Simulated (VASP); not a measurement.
Wanted: the native input for a VASP 6.6.1 run.

```yaml
Task: single point
Functional: PBE
Dispersion: D3(BJ)
Potentials_or_basis: VASP PAW PBE potentials, release 64 (Hf_pv, O)
Cutoff: 600 eV
k_mesh: 6 × 6 × 6
Occupations: gaussian, width 0.02 eV
Spin: no spin polarisation
Dipole_correction: no
Further_INCAR_settings: ALGO = Normal; EDIFF = 1e-06; NBANDS = 18
```

The structure of HfO2 lies in POSCAR:

```
HfO2
1.0
    0.0000000000      2.5800000000      2.5800000000
    2.5800000000      0.0000000000      2.5800000000
    2.5800000000      2.5800000000      0.0000000000
Hf O
1 2
Direct
    0.0000000000      0.0000000000      0.0000000000
    0.2500000000      0.2500000000      0.2500000000
    0.7500000000      0.7500000000      0.7500000000
```

One way to write it, as run:

INCAR

```
PREC = Accurate
ENCUT = 600
EDIFF = 1E-6
ISMEAR = 0
SIGMA = 0.02
LREAL = F
LASPH = T
NELM = 120
ALGO = Normal
ISIF = 2
LWAVE = F
LCHARG = T
GGA = PE
IVDW = 12
LELF = T
LVHAR = T
NBANDS = 18
GGA_COMPAT = F
```

KPOINTS

```
regular mesh
0
Gamma
  6 6 6
```

Potentials or basis: VASP PAW PBE potentials, release 64 (Hf_pv, O).

The run is started by

```console
$ cat potpaw_PBE.64/Hf_pv/POTCAR potpaw_PBE.64/O/POTCAR > POTCAR
$ mpirun -np 1 vasp_std > vasp.out
```

It gave:

| Item | Value |
| --- | --- |
| Pressure | -15.2 GPa |
| Band gap on the k mesh | 3.66 eV |
| Dispersion energy per atom | -0.227 eV |

Caveat: three body term missing; the cell stands under tension; spin-orbit coupling is left out, which moves the levels of the heavy elements.

It took 8 s on 1 thread of Intel(R) Xeon(R) 6975P-C (Granite Rapids) (shared host), peak memory 0.17 GiB.
